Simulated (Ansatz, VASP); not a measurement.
## C in VASP and in Ansatz

```
C
1.0
    -2.46466    0.00000    0.00000
     0.00000    0.00000   -3.57197
     0.00000   -4.26892    0.00000
C
4
Direct
  0.50000 0.00000 0.17229
  0.00000 0.00000 0.65542
  0.00000 0.00000 0.32771
  0.50000 0.00000 0.84458
```

Change from the starting cell: mode 8 frozen in at -0.036 Å and mode 12 at +0.012 Å (largest displacements).

Alike in both runs: task single point; functional PBE; dispersion D3(BJ); k mesh 18 × 12 × 10; occupations gaussian, width 0.15 eV; no spin polarisation.

|  | VASP | Ansatz |
| --- | --- | --- |
| version | VASP 6.6.1 | Ansatz 0.2.0 |
| potentials or method | VASP PAW PBE potentials, release 64 (C), cutoff 520 eV | scalar-relativistic, plane waves, PAW |
| valence electrons in the cell | 16 | 16 |

```tsv
	VASP	Ansatz	Ansatz less VASP
gap on the k mesh at the Fermi level (eV)	none	none	-
pressure (GPa)	1.6	1.2	-0.40
traceless stress, the component that is largest in VASP (GPa)	1.91	1.63	-0.286
rms of the force components (eV/Å)	1.774	1.775	+0.0003
```

Atom by atom the forces differ by 0.004 eV/Å (rms over components). A gap of «none» marks a metal or a gap that the smearing closes.
